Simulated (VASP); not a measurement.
# CeO2 (Fm-3m) in VASP: notebook, part 2 of 2

VASP 6.6.1.

## 3. Single point, PBE+U

This run uses another cell than the first one, of 13.65 Å³/atom.

Input file INCAR:

```
SYSTEM = CeO2
PREC = Accurate
ENCUT = 910
EDIFF = 1E-6
ISMEAR = 0
SIGMA = 0.05
LREAL = .False.
LASPH = .True.
NELM = 200
ALGO = Normal
ISIF = 2
LWAVE = .False.
LCHARG = .False.
LMAXMIX = 6
LDAU = .True.
LDAUTYPE = 2
LDAUL = 3 -1
LDAUU = 5 0
LDAUJ = 0 0
LDAUPRINT = 1
GGA = PE
NBANDS = 19
GGA_COMPAT = .False.
```

Input file KPOINTS:

```
Automatic mesh
0
Gamma
  12 12 12
  0 0 0
```

Input file POSCAR:

```
CeO2
1.0
    0.0000000000      2.7359129702      2.7359129702
    2.7359129702      0.0000000000      2.7359129702
    2.7359129702      2.7359129702      0.0000000000
Ce O
1 2
Direct
    0.0000000000      0.0000000000      0.0000000000
    0.2500000000      0.2500000000      0.2500000000
    0.7500000000      0.7500000000      0.7500000000
```

Potentials or basis: VASP PAW PBE potentials, release 64 (Ce, O_h).

Command:

```sh
cat potpaw_PBE.64/Ce/POTCAR potpaw_PBE.64/O_h/POTCAR > POTCAR
mpirun -np 1 vasp_std > vasp.out
```

OUTCAR:

```text
SYSTEM = CeO2
   PREC = Accurate
   ENCUT = 910
   EDIFF = 1E-6
   ISMEAR = 0
   LREAL = .False.
   LASPH = .True.
   NELM = 200
   ISIF = 2
   GGA = PE

 ion  position               nearest neighbor table
   1  0.000  0.000  0.000-
   2  0.250  0.250  0.250-
   3  0.750  0.750  0.750-

  LATTYP: Found a face centered cubic cell.
 ALAT       =     5.4718259404

  Lattice vectors:

 A1 = (   0.0000000000,   2.7359129702,   2.7359129702)
 A2 = (   2.7359129702,   0.0000000000,   2.7359129702)
 A3 = (   2.7359129702,   2.7359129702,   0.0000000000)

Analysis of symmetry for initial positions (statically):
=====================================================================
 Subroutine PRICEL returns:
 Original cell was already a primitive cell.

 Routine SETGRP: Setting up the symmetry group for a
 face centered cubic supercell.

 Subroutine GETGRP returns: Found 48 space group operations
 (whereof 48 operations were pure point group operations)
 out of a pool of 48 trial point group operations.

The static configuration has the point symmetry O_h .

Analysis of symmetry for dynamics (positions and initial velocities):
=====================================================================
 Subroutine PRICEL returns:
 Original cell was already a primitive cell.

 Routine SETGRP: Setting up the symmetry group for a
 face centered cubic supercell.

 Subroutine GETGRP returns: Found 48 space group operations
 (whereof 48 operations were pure point group operations)
 out of a pool of 48 trial point group operations.

The dynamic configuration has the point symmetry O_h .

 Subroutine INISYM returns: Found 48 space group operations
 (whereof 48 operations are pure point group operations),
 and found     1 'primitive' translations

----------------------------------------------------------------------------------------

                                     Primitive cell

  volume of cell :      40.9578

  direct lattice vectors                    reciprocal lattice vectors
     0.000000000  2.735912970  2.735912970    -0.182754351  0.182754351  0.182754351
     2.735912970  0.000000000  2.735912970     0.182754351 -0.182754351  0.182754351
     2.735912970  2.735912970  0.000000000     0.182754351  0.182754351 -0.182754351
[... 140 lines left out ...]
  0.0000  0.0000 -0.0000 -0.0000  0.0000  0.0258  0.0000
 -0.0000  0.0000  0.0000  0.0000 -0.0103  0.0000  0.0391

spin component  2

  0.0391  0.0000  0.0103 -0.0000  0.0000  0.0000 -0.0000
  0.0000  0.1390 -0.0000  0.0000  0.0000  0.0000  0.0000
  0.0103 -0.0000  0.0338 -0.0000 -0.0000 -0.0000  0.0000
 -0.0000  0.0000 -0.0000  0.0471 -0.0000 -0.0000  0.0000
  0.0000  0.0000 -0.0000 -0.0000  0.0338  0.0000 -0.0103
  0.0000  0.0000 -0.0000 -0.0000  0.0000  0.0258  0.0000
 -0.0000  0.0000  0.0000  0.0000 -0.0103  0.0000  0.0391

 occupancies and eigenvectors

  o =  0.0258  v = -0.0025 -0.0000  0.0032 -0.0000 -0.7906  0.0021 -0.6124  0.0000  0.0000  0.0000  0.0000  0.0000  0.0000  0.0000      0.0000  0.0000  0.0000  0.0000  0.0000  0.0000  0.0000  0.0000  0.0000  0.0000  0.0000  0.0000  0.0000  0.0000
  o =  0.0258  v =  0.0000  0.0000  0.0000  0.0000  0.0000  0.0000  0.0000 -0.0025 -0.0000  0.0032 -0.0000 -0.7906  0.0021 -0.6124      0.0000  0.0000  0.0000  0.0000  0.0000  0.0000  0.0000  0.0000  0.0000  0.0000  0.0000  0.0000  0.0000  0.0000
  o =  0.0258  v =  0.0000  0.0000  0.0000  0.0000  0.0000  0.0000  0.0000  0.6124 -0.0000 -0.7906  0.0000 -0.0032 -0.0020 -0.0025      0.0000  0.0000  0.0000  0.0000  0.0000  0.0000  0.0000  0.0000  0.0000  0.0000  0.0000  0.0000  0.0000  0.0000
  o =  0.0258  v =  0.6124 -0.0000 -0.7906  0.0000 -0.0032 -0.0020 -0.0025  0.0000  0.0000  0.0000  0.0000  0.0000  0.0000  0.0000      0.0000  0.0000  0.0000  0.0000  0.0000  0.0000  0.0000  0.0000  0.0000  0.0000  0.0000  0.0000  0.0000  0.0000
  o =  0.0258  v = -0.0012  0.0000  0.0016 -0.0000 -0.0017 -1.0000 -0.0013  0.0000  0.0000  0.0000  0.0000  0.0000  0.0000  0.0000      0.0000  0.0000  0.0000  0.0000  0.0000  0.0000  0.0000  0.0000  0.0000  0.0000  0.0000  0.0000  0.0000  0.0000
  o =  0.0258  v =  0.0000  0.0000  0.0000  0.0000  0.0000  0.0000  0.0000 -0.0012  0.0000  0.0016 -0.0000 -0.0017 -1.0000 -0.0013      0.0000  0.0000  0.0000  0.0000  0.0000  0.0000  0.0000  0.0000  0.0000  0.0000  0.0000  0.0000  0.0000  0.0000
  o =  0.0471  v =  0.0000  0.0000  0.0000  0.0000  0.0000  0.0000  0.0000  0.7905 -0.0000  0.6123  0.0029  0.0078 -0.0000 -0.0101      0.0000  0.0000  0.0000  0.0000  0.0000  0.0000  0.0000  0.0000  0.0000  0.0000  0.0000  0.0000  0.0000  0.0000
  o =  0.0471  v =  0.7905 -0.0000  0.6123  0.0029  0.0078 -0.0000 -0.0101  0.0000  0.0000  0.0000  0.0000  0.0000  0.0000  0.0000      0.0000  0.0000  0.0000  0.0000  0.0000  0.0000  0.0000  0.0000  0.0000  0.0000  0.0000  0.0000  0.0000  0.0000
  o =  0.0471  v = -0.0102 -0.0000 -0.0079  0.0238  0.6121 -0.0000 -0.7903  0.0000  0.0000  0.0000  0.0000  0.0000  0.0000  0.0000      0.0000  0.0000  0.0000  0.0000  0.0000  0.0000  0.0000  0.0000  0.0000  0.0000  0.0000  0.0000  0.0000  0.0000
  o =  0.0471  v =  0.0000  0.0000  0.0000  0.0000  0.0000  0.0000  0.0000 -0.0102 -0.0000 -0.0079  0.0238  0.6121 -0.0000 -0.7903      0.0000  0.0000  0.0000  0.0000  0.0000  0.0000  0.0000  0.0000  0.0000  0.0000  0.0000  0.0000  0.0000  0.0000
  o =  0.0471  v =  0.0000  0.0000  0.0000  0.0000  0.0000  0.0000  0.0000  0.0020  0.0000  0.0016 -0.9997  0.0146  0.0000 -0.0189      0.0000  0.0000  0.0000  0.0000  0.0000  0.0000  0.0000  0.0000  0.0000  0.0000  0.0000  0.0000  0.0000  0.0000
  o =  0.0471  v =  0.0020  0.0000  0.0016 -0.9997  0.0146  0.0000 -0.0189  0.0000  0.0000  0.0000  0.0000  0.0000  0.0000  0.0000      0.0000  0.0000  0.0000  0.0000  0.0000  0.0000  0.0000  0.0000  0.0000  0.0000  0.0000  0.0000  0.0000  0.0000
  o =  0.1390  v =  0.0000  1.0000  0.0000  0.0000 -0.0000  0.0000 -0.0000  0.0000  0.0000  0.0000  0.0000  0.0000  0.0000  0.0000      0.0000  0.0000  0.0000  0.0000  0.0000  0.0000  0.0000  0.0000  0.0000  0.0000  0.0000  0.0000  0.0000  0.0000
  o =  0.1390  v =  0.0000  0.0000  0.0000  0.0000  0.0000  0.0000  0.0000  0.0000  1.0000  0.0000  0.0000 -0.0000  0.0000 -0.0000      0.0000  0.0000  0.0000  0.0000  0.0000  0.0000  0.0000  0.0000  0.0000  0.0000  0.0000  0.0000  0.0000  0.0000

 number of electron      23.9999998 magnetization

 Free energy of the ion-electron system (eV)
  ---------------------------------------------------
  ext. energy  EPLUGINS =         0.00000000
  ---------------------------------------------------
  free energy    TOTEN  =       -24.32538294 eV

  energy without entropy =      -24.32538294  energy(sigma->0) =      -24.32538294

 E-fermi :   6.0094     XC(G=0): -11.1765

 val. band max:        5.6927239070   @ k =  -0.2500   0.2500   0.0000
 cond. band min:       7.9971216501   @ k =   0.5000   0.0000   0.0000
 fundamental gap:      2.3043977431
 Fermi energy:         6.0094295161

 k-point     1 :       0.0000    0.0000    0.0000
  band No.  band energies     occupation
      1     -27.8671      2.00000
      2     -10.6680      2.00000
      3      -9.9019      2.00000
      4      -9.9019      2.00000
      5      -9.9019      2.00000
      6      -9.6002      2.00000
[... 505 lines left out ...]
      6      -7.3975      2.00000
[... 11 lines left out ...]
     18       8.6664      0.00000
     19       8.6990      0.00000

 [... further k-points ...]

------------------------ aborting loop because EDIFF is reached ----------------------------------------

  FORCE on cell =-STRESS in cart. coord.  units (eV):
  Direction    XX          YY          ZZ          XY          YZ          ZX
  --------------------------------------------------------------------------------------
  -------------------------------------------------------------------------------------
  Total        0.7054802      0.7054802      0.7054802     -0.0000000      0.0000000     -0.0000000
  in kB       27.5967890     27.5967890     27.5967890     -0.0000000      0.0000000     -0.0000000
  external PRESSURE =      27.5967890 kB  Pullay stress =       0.0000000 kB

 VOLUME and BASIS-vectors are now :
 -----------------------------------------------------------------------------
  energy-cutoff  :      910.00
  volume of cell :       40.96
      direct lattice vectors                 reciprocal lattice vectors
     0.000000000  2.735912970  2.735912970    -0.182754351  0.182754351  0.182754351
     2.735912970  0.000000000  2.735912970     0.182754351 -0.182754351  0.182754351
     2.735912970  2.735912970  0.000000000     0.182754351  0.182754351 -0.182754351

 POSITION                                       TOTAL-FORCE (eV/Angst)
 -----------------------------------------------------------------------------------
      0.00000      0.00000      0.00000         0.000000      0.000000      0.000000
      1.36796      1.36796      1.36796         0.000000      0.000000      0.000000
      4.10387      4.10387      4.10387        -0.000000     -0.000000     -0.000000
 -----------------------------------------------------------------------------------
    total drift:                               -0.000000     -0.000000      0.000000

  FREE ENERGIE OF THE ION-ELECTRON SYSTEM (eV)
  ---------------------------------------------------
  free  energy   TOTEN  =       -24.3253829365 eV

  energy  without entropy=      -24.3253829365  energy(sigma->0) =      -24.32538294
```

Wall time 3.4 min (1 thread of AMD EPYC 7R43 (Zen 3), shared host); peak memory 0.3 GiB.

What came out:

```yaml
Free_energy: -24.3254 eV
Pressure: 2.8 GPa
Band_gap_on_the_k_mesh: 2.30 eV (least direct gap 2.50 eV)
```

Levels at points of the mesh, in eV from the valence-band top:
| k point | band 9 | band 10 | band 11 | band 12 | band 13 | band 14 | band 15 | band 16 |
| --- | --- | --- | --- | --- | --- | --- | --- | --- |
| (0.00, 0.00, 0.00) | -3.86 | -0.44 | -0.44 | -0.44 | 2.47 | 2.81 | 2.81 | 2.81 |
| (0.50, 0.00, 0.00) | -1.31 | -1.28 | -0.73 | -0.73 | 2.30 | 2.62 | 2.62 | 2.82 |
| (0.50, 0.50, 0.00) | -1.27 | -0.84 | -0.84 | -0.48 | 2.54 | 2.54 | 2.55 | 2.67 |

Eigenvalues of the final occupation matrices:
```tsv
site	spin	trace	eigenvalues
site 1 f	1	0.36	0.03 0.03 0.03 0.05 0.05 0.05 0.14
site 1 f	2	0.36	0.03 0.03 0.03 0.05 0.05 0.05 0.14
```

Caveat: the cutoff is under 1.25 times the usual one of these potentials, so pressure, stress and relaxed cells hold a basis-set (Pulay) error; spin-orbit coupling is left out, which moves the levels of the heavy elements. A k mesh can miss the band edges.

## 4. Single point, PBE+U (13.38 Å³/atom)

This run uses another cell than the first one, of 13.38 Å³/atom.

Input file INCAR:

```
SYSTEM = CeO2
ALGO = Normal ; EDIFF = 1E-6
ENCUT = 910 ; GGA = PE
GGA_COMPAT = .False. ; ISIF = 2
ISMEAR = 0 ; LASPH = .True.
LCHARG = .False. ; LDAU = .True.
LDAUJ = 0 0 ; LDAUL = 3 -1
LDAUPRINT = 1 ; LDAUTYPE = 2
LDAUU = 5 0 ; LMAXMIX = 6
LREAL = .False. ; LWAVE = .False.
NBANDS = 19 ; NELM = 200
PREC = Accurate ; SIGMA = 0.05
```

Input file KPOINTS:

```
k-points
0
Gamma
  12 12 12
  0 0 0
```

Input file POSCAR:

```
CeO2
1.0
    0.0000000000      2.7175505849      2.7175505849
    2.7175505849      0.0000000000      2.7175505849
    2.7175505849      2.7175505849      0.0000000000
Ce O
1 2
Direct
    0.0000000000      0.0000000000      0.0000000000
    0.2500000000      0.2500000000      0.2500000000
    0.7500000000      0.7500000000      0.7500000000
```

Potentials or basis: VASP PAW PBE potentials, release 64 (Ce, O_h).

Command:

```sh
cat potpaw_PBE.64/Ce/POTCAR potpaw_PBE.64/O_h/POTCAR > POTCAR
mpirun -np 1 vasp_std > vasp.out
```

OUTCAR:

```text
SYSTEM = CeO2
   EDIFF = 1E-6
   ENCUT = 910
   GGA = PE
   ISIF = 2
   ISMEAR = 0
   LASPH = .True.
   LREAL = .False.
   NELM = 200
   PREC = Accurate

 ion  position               nearest neighbor table
   1  0.000  0.000  0.000-
   2  0.250  0.250  0.250-
   3  0.750  0.750  0.750-

  LATTYP: Found a face centered cubic cell.
 ALAT       =     5.4351011698

  Lattice vectors:

[... 763 lines left out ...]
------------------------ aborting loop because EDIFF is reached ----------------------------------------

  FORCE on cell =-STRESS in cart. coord.  units (eV):
  Direction    XX          YY          ZZ          XY          YZ          ZX
  --------------------------------------------------------------------------------------
  -------------------------------------------------------------------------------------
  Total        1.7297022      1.7297022      1.7297022      0.0000000      0.0000000      0.0000000
  in kB       69.0428995     69.0428995     69.0428995      0.0000000      0.0000000      0.0000000
  external PRESSURE =      69.0428995 kB  Pullay stress =       0.0000000 kB

 VOLUME and BASIS-vectors are now :
 -----------------------------------------------------------------------------
  energy-cutoff  :      910.00
  volume of cell :       40.14
      direct lattice vectors                 reciprocal lattice vectors
     0.000000000  2.717550585  2.717550585    -0.183989215  0.183989215  0.183989215
     2.717550585  0.000000000  2.717550585     0.183989215 -0.183989215  0.183989215
     2.717550585  2.717550585  0.000000000     0.183989215  0.183989215 -0.183989215

 POSITION                                       TOTAL-FORCE (eV/Angst)
 -----------------------------------------------------------------------------------
      0.00000      0.00000      0.00000         0.000000      0.000000      0.000000
      1.35878      1.35878      1.35878         0.000000     -0.000000     -0.000000
      4.07633      4.07633      4.07633        -0.000000      0.000000      0.000000
 -----------------------------------------------------------------------------------
    total drift:                               -0.000000     -0.000000      0.000000

  FREE ENERGIE OF THE ION-ELECTRON SYSTEM (eV)
  ---------------------------------------------------
  free  energy   TOTEN  =       -24.2985176992 eV

  energy  without entropy=      -24.2985176992  energy(sigma->0) =      -24.29851770
```

OSZICAR:

```text
N       E                     dE             d eps       ncg     rms          rms(c)
DAV:   1     0.309342437110E+03    0.30934E+03   -0.16046E+04  2768   0.254E+03
DAV:   2     0.530968591415E+02   -0.25625E+03   -0.23061E+03  3378   0.359E+02
[... 12 lines left out ...]
DAV:  15    -0.242989710020E+02    0.37155E-03   -0.13784E-03  4588   0.243E-01    0.217E-01
DAV:  16    -0.242995322592E+02   -0.56126E-03   -0.73108E-04  3296   0.350E-01    0.333E-01
DAV:  17    -0.242988988902E+02    0.63337E-03   -0.44925E-04  3552   0.289E-01    0.200E-01
DAV:  18    -0.242985296965E+02    0.36919E-03   -0.91685E-04  3944   0.350E-01    0.389E-02
DAV:  19    -0.242985287594E+02    0.93707E-06   -0.79809E-05  3855   0.646E-02    0.327E-02
DAV:  20    -0.242985175884E+02    0.11171E-04   -0.40933E-05  3448   0.905E-02    0.113E-02
DAV:  21    -0.242985176992E+02   -0.11079E-06   -0.59073E-06  4322   0.133E-02
   1 F= -.24298518E+02 E0= -.24298518E+02  d E =-.323656E-17
```

It took 2.7 min on 1 thread of AMD EPYC 7R13 (Zen 3), shared host; peak memory 0.32 GiB.

Results:

* Free energy: -24.2985 eV
* Pressure: 6.9 GPa
* Band gap on the k mesh: 2.37 eV (least direct gap 2.58 eV)

Eigenvalues of the final occupation matrices:
```csv
site,spin,trace,eigenvalues
site 1 f,1,0.36,0.03 0.03 0.03 0.05 0.05 0.05 0.14
site 1 f,2,0.36,0.03 0.03 0.03 0.05 0.05 0.05 0.14
```

Caveat: the cutoff is under 1.25 times the usual one of these potentials, so pressure, stress and relaxed cells hold a basis-set (Pulay) error; the cell stands under pressure; spin-orbit coupling is left out, which moves the levels of the heavy elements. Spin polarisation is off, so any magnetic state and its effect on volume and gap are missing.

## 5. Single point, PBE+U (13.93 Å³/atom)

This run uses another cell than the first one, of 13.93 Å³/atom.

Input file INCAR:

```
PREC = Accurate
ENCUT = 910
EDIFF = 1E-6
ISMEAR = 0
SIGMA = 0.05
LREAL = False
LASPH = True
NELM = 200
ALGO = Normal
ISIF = 2
LWAVE = False
LCHARG = False
LMAXMIX = 6
LDAU = True
LDAUTYPE = 2
LDAUL = 3 -1
LDAUU = 5 0
LDAUJ = 0 0
LDAUPRINT = 1
GGA = PE
NBANDS = 19
GGA_COMPAT = False
```

Input file KPOINTS:

```
regular mesh
0
Gamma
  12 12 12
```

Input file POSCAR:

```
CeO2
1.0
    0.0000000000      2.7540321272      2.7540321272
    2.7540321272      0.0000000000      2.7540321272
    2.7540321272      2.7540321272      0.0000000000
Ce O
1 2
Direct
    0.0000000000      0.0000000000      0.0000000000
    0.2500000000      0.2500000000      0.2500000000
    0.7500000000      0.7500000000      0.7500000000
```

Command:

```sh
cat potpaw_PBE.64/Ce/POTCAR potpaw_PBE.64/O_h/POTCAR > POTCAR
mpirun -np 1 vasp_std > vasp.out
```

Run time: 2 min. Hardware: 1 thread of Intel Xeon 6975P-C (Granite Rapids), shared host; peak memory 0.36 GiB.

Results (log left out):

| Quantity | Value |
| --- | --- |
| Free energy | -24.3321 eV |
| Pressure | -1.0 GPa |
| Band gap on the k mesh | 2.24 eV (least direct gap 2.43 eV) |

Levels at points of the mesh, in eV from the valence-band top:
```csv
k point,band 10,band 11,band 12,band 13,band 14,band 15
"(0.00, 0.00, 0.00)",-0.41,-0.41,-0.41,2.37,2.73,2.73
"(0.50, 0.00, 0.00)",-1.25,-0.71,-0.71,2.24,2.55,2.55
"(0.50, 0.50, 0.00)",-0.79,-0.79,-0.45,2.46,2.46,2.48
```

Eigenvalues of the final occupation matrices:
| site | spin | trace | eigenvalues |
| --- | --- | --- | --- |
| site 1 f | 1 | 0.35 | 0.03 0.03 0.03 0.05 0.05 0.05 0.14 |
| site 1 f | 2 | 0.35 | 0.03 0.03 0.03 0.05 0.05 0.05 0.14 |

Caveat: the cutoff is under 1.25 times the usual one of these potentials, so pressure, stress and relaxed cells hold a basis-set (Pulay) error; spin-orbit coupling is left out, which moves the levels of the heavy elements. Spin polarisation is off, so any magnetic state and its effect on volume and gap are missing.

## 6. Single point, PBE+U (14.20 Å³/atom)

This run uses another cell than the first one, of 14.20 Å³/atom.

Input file INCAR:

```
ALGO = Normal
EDIFF = 1E-6
ENCUT = 910
GGA = PE
GGA_COMPAT = F
ISIF = 2
ISMEAR = 0
LASPH = T
LCHARG = T
LDAU = T
LDAUJ = 0 0
LDAUL = 3 -1
LDAUPRINT = 1
LDAUTYPE = 2
LDAUU = 5 0
LELF = T
LMAXMIX = 6
LREAL = F
LVHAR = T
LWAVE = F
NBANDS = 19
NELM = 200
PREC = Accurate
SIGMA = 0.05
```

Input file KPOINTS:

```
k-points
0
Gamma
  12 12 12
```

Input file POSCAR:

```
CeO2
1.0
    0.0000000000      2.7719159538      2.7719159538
    2.7719159538      0.0000000000      2.7719159538
    2.7719159538      2.7719159538      0.0000000000
Ce O
1 2
Direct
    0.0000000000      0.0000000000      0.0000000000
    0.2500000000      0.2500000000      0.2500000000
    0.7500000000      0.7500000000      0.7500000000
```

Potentials or basis: VASP PAW PBE potentials, release 64 (Ce, O_h).

Command:

```sh
cat potpaw_PBE.64/Ce/POTCAR potpaw_PBE.64/O_h/POTCAR > POTCAR
mpirun -np 1 vasp_std > vasp.out
```

It took 3.1 min on 1 thread of AMD EPYC 7R13 (Zen 3), shared host; peak memory 0.33 GiB.

It converged, with:

```yaml
Free_energy: -24.3209 eV
Pressure: -4.3 GPa
Band_gap_on_the_k_mesh: 2.17 eV (least direct gap 2.36 eV)
```

Levels at points of the mesh, in eV from the valence-band top:
```tsv
k point	band 8	band 9	band 10	band 11	band 12	band 13	band 14	band 15	band 16	band 17
(0.00, 0.00, 0.00)	-3.64	-3.64	-0.39	-0.39	-0.39	2.28	2.65	2.65	2.65	2.99
(0.50, 0.00, 0.00)	-2.81	-1.27	-1.23	-0.70	-0.70	2.17	2.47	2.47	2.65	2.66
(0.50, 0.50, 0.00)	-1.27	-1.27	-0.75	-0.75	-0.42	2.39	2.39	2.42	2.50	2.84
```

Eigenvalues of the final occupation matrices:
```tsv
site	spin	trace	eigenvalues
site 1 f	1	0.35	0.02 0.02 0.02 0.05 0.05 0.05 0.14
site 1 f	2	0.35	0.02 0.02 0.02 0.05 0.05 0.05 0.14
```

Caveat: the cutoff is under 1.25 times the usual one of these potentials, so pressure, stress and relaxed cells hold a basis-set (Pulay) error; the cell stands under tension; spin-orbit coupling is left out, which moves the levels of the heavy elements.

## 7. The runs side by side

| cell | gap on the mesh (eV) | pressure (GPa) |
| --- | --- | --- |
| a = 3.817 Å, angles 60.0°, 3 atoms | 2.45 | 11.5 |
| a = 3.869 Å, angles 60.0°, 3 atoms | 2.30 | 2.8 |
| a = 3.843 Å, angles 60.0°, 3 atoms | 2.37 | 6.9 |
| a = 3.895 Å, angles 60.0°, 3 atoms | 2.24 | -1.0 |
| a = 3.920 Å, angles 60.0°, 3 atoms | 2.17 | -4.3 |

Alike in all rows: task single point; level PBE+U; potentials or basis VASP PAW PBE potentials, release 64 (Ce, O_h); no spin polarisation; Ce f U = 5.0 eV; k mesh 12 × 12 × 12; cutoff (eV) 910; smearing gaussian 0.05 eV.

Caveats: the cutoff is under 1.25 times the usual one of these potentials, so pressure, stress and relaxed cells hold a basis-set (Pulay) error; spin-orbit coupling is left out, which moves the levels of the heavy elements; the cell stands under pressure (at least some runs); the cell stands under tension (at least some runs).

Total energies depend on the potentials used, so only differences within one code and one set of settings carry meaning.
